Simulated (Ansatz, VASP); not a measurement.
**Two plane-wave programs on BaMg3H3**

Contents of INCAR:

```
SYSTEM = BaMg3H3
ALGO = Normal
EDIFF = 1E-7
EDIFFG = -0.01
ENCUT = 600
GGA = PE
IBRION = 2
ISIF = 3
ISMEAR = 0
LASPH = .True.
LCHARG = .False.
LREAL = .False.
LWAVE = .False.
NELM = 80
NSW = 100
PREC = Accurate
SIGMA = 0.1
```

KPOINTS

```
k-points
0
Gamma
  8 8 6
  0 0 0
```

Contents of POSCAR:

```
BaMg3H3
1.0
    4.3880733904      0.0000000000      0.0000000000
    0.0000000000      4.3880733904      0.0000000000
    0.0000000000      0.0000000000      7.0053863688
Ba Mg H
1 3 3
Direct
    0.0000000000      0.0000000000      0.6317297025
    0.5000000000      0.0000000000      0.0721078295
    0.0000000000      0.5000000000      0.0721078295
    0.5000000000      0.5000000000      0.3756403017
    0.5000000000      0.5000000000      0.6508066517
    0.5000000000      0.0000000000      0.3904310175
    0.0000000000      0.5000000000      0.3904310175
```

Input for Ansatz:

```yaml
crystal:
  lattice:
    - [4.3880733904, 0.0, 0.0]
    - [0.0, 4.3880733904, 0.0]
    - [0.0, 0.0, 7.0053863688]
  atoms:
    - { symbol: Ba, position: [0.0, 0.0, 0.6317297025] }
    - { symbol: Mg, position: [0.5, 0.0, 0.0721078295] }
    - { symbol: Mg, position: [0.0, 0.5, 0.0721078295] }
    - { symbol: Mg, position: [0.5, 0.5, 0.3756403017] }
    - { symbol: H, position: [0.5, 0.5, 0.6508066517] }
    - { symbol: H, position: [0.5, 0.0, 0.3904310175] }
    - { symbol: H, position: [0.0, 0.5, 0.3904310175] }
basis:
  ecutwfc: 420
kpoints:
  mp_grid: { grid: [8, 8, 6] }
hamiltonian:
  xc: pbe
scf:
  occupations: { method: gaussian, width: 0.1 }
output:
  forces: true
  stress: true
  eigenvalues: true
relax:
  adjacent_minimum: "off"
  f_tol: 0.01
  max_steps: 80
  cell: { stress_tol: 0.05 }
```

Alike in both runs: task relaxation of cell and atoms; functional PBE; k mesh 8 × 8 × 6; occupations gaussian, width 0.1 eV; no spin polarisation.

```csv
,VASP,Ansatz
version,VASP 6.6.1,Ansatz 0.2.0
potentials or method,"VASP PAW PBE potentials, release 64 (Ba_sv, Mg, H), cutoff 600 eV","scalar-relativistic, plane waves, PAW"
valence electrons in the cell,19,43
```

VASP gave:

| Item | Value |
| --- | --- |
| gap on the k mesh at the Fermi level, each at its own relaxed structure (eV) | none |
| relaxed volume (Å³/atom) | 19.35 |
| relaxed cell length with the largest relative difference (Å) | 4.367 |

Q: Which values does Ansatz return?

A: gap on the k mesh at the Fermi level, each at its own relaxed structure (eV): none; relaxed volume (Å³/atom): 19.28; relaxed cell length with the largest relative difference (Å): 4.361.

A gap of «none» marks a metal or a gap that the smearing closes. VASP's potentials hold 19 valence electrons a cell and Ansatz's 43, so a difference there can come from the potentials and not from the codes.

Neither program's run includes spin-orbit coupling.
